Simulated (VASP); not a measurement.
Here is a VASP 6.6.1 calculation.

The input INCAR:

```
SYSTEM = NiO
ALGO = Normal
EDIFF = 1E-8
ENCUT = 520
GGA = PE
ISIF = 2
ISMEAR = -1
ISPIN = 2
LASPH = .TRUE.
LCHARG = .FALSE.
LEFG = .TRUE.
LMAXMIX = 4
LORBIT = 11
LREAL = .FALSE.
LWAVE = .FALSE.
MAGMOM = 1.5 0
NBANDS = 19
NELM = 150
PREC = Accurate
SIGMA = 0.03
```

Contents of KPOINTS:

```
k-points
0
G
  17 17 17
  0 0 0
```

The input POSCAR:

```
NiO
1.0
    0.0000000000      2.0982579248      2.0982579248
    2.0982579248      0.0000000000      2.0982579248
    2.0982579248      2.0982579248      0.0000000000
Ni O
1 1
Direct
    0.0000000000      0.0000000000      0.0000000000
    0.5000000000      0.5000000000      0.5000000000
```

Potentials or basis: VASP PAW PBE potentials, release 64 (Ni, O).

The run is started by

```bash
$ cat potpaw_PBE.64/Ni/POTCAR potpaw_PBE.64/O/POTCAR > POTCAR
$ mpirun -np 1 vasp_std > vasp.out
```

Question: Estimate the net moment.

Answer: 1.74 μB per cell.

Question: Predict the pressure.

Answer: 2.0 GPa.

Question: Estimate the site moments.

Answer: Ni +1.43; O +0.26 μB.

Caveat: a cell with one magnetic atom can't hold antiferromagnetic order, which such compounds often take.
